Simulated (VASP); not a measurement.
ZnS:

```xyz
4
Lattice="3.9464 0.0000 0.0000 -1.9732 3.4177 0.0000 0.0000 0.0000 5.8801" Properties=species:S:1:pos:R:3 pbc="T T T"
Zn    0.0000    2.2784    1.4700
Zn    1.9732    1.1392    4.4100
S     1.9732    1.1392    1.4700
S     0.0000    2.2784    4.4100
```

Base run:

```yaml
Program: VASP 6.6.1
Functional: PBE
Potentials_or_basis: VASP PAW PBE potentials, release 64 (Zn, S)
Cutoff: 520 eV
k_mesh: 6 × 6 × 4
Occupations: gaussian, width 0.01 eV
Spin: no spin polarisation
```

Its results: band gap on the k mesh 1.44 eV, direct; pressure 2.2 GPa.

Problem. The run is repeated on the same cell with these changes: functional from PBE to r2SCAN. What comes out?

Solution. Band gap on the k mesh 1.95 eV, direct; pressure 0.1 GPa.

r2SCAN gives the wider gap, since meta-GGAs in the generalised Kohn-Sham scheme recover part of the derivative discontinuity.

Caveats: the PAW data sets were made with another functional, which shifts forces and pressure a little (some runs).

A k mesh can miss the band edges.
